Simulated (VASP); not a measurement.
Ca4AlTl, 6 atoms in the cell. The structure is cubic, space group F-43m (No. 216). The conventional cell has a = 9.465 Å, b = 9.465 Å, c = 9.465 Å, α = 90.00°, β = 90.00°, γ = 90.00°. Within 4.4 Å of Ca (site symmetry 3m) lie 6 Ca at 3.34 to 3.35 Å and 3 Al at 3.92 Å and 3 Tl at 3.92 Å. Al (site symmetry -43m) has 12 Ca at 3.92 Å and 4 Tl at 4.10 Å within 5.2 Å. Tl (site symmetry -43m) has 12 Ca at 3.92 Å and 4 Al at 4.10 Å within 5.2 Å. 

```yaml
Program: VASP 6.6.1
Task: single point
Functional: PBE
Potentials_or_basis: VASP PAW PBE potentials, release 64 (Ca_sv, Al, Tl_d)
Cutoff: 520 eV
k_mesh: 4 × 4 × 4
Occupations: gaussian, width 0.1 eV
Spin: no spin polarisation
Dipole_correction: no
Further_INCAR_settings: ALGO = Normal; EDIFF = 1e-07; NBANDS = 37
```

Potentials or basis: VASP PAW PBE potentials, release 64 (Ca_sv, Al, Tl_d).

Command:

```sh
$ cat potpaw_PBE.64/Ca_sv/POTCAR potpaw_PBE.64/Al/POTCAR potpaw_PBE.64/Tl_d/POTCAR > POTCAR
$ mpirun -np 1 vasp_std > vasp.out
```

Hardware: 1 thread of Intel(R) Xeon(R) Platinum 8124M CPU @ 3.00GHz (Skylake/Cascade Lake), with other jobs on the host.

How long does it take, and how much memory?

It took 98 s on 1 thread of Intel(R) Xeon(R) Platinum 8124M CPU @ 3.00GHz (Skylake/Cascade Lake), with other jobs on the host, peak memory 0.37 GiB. Counts: scf iterations 15, k points 8.
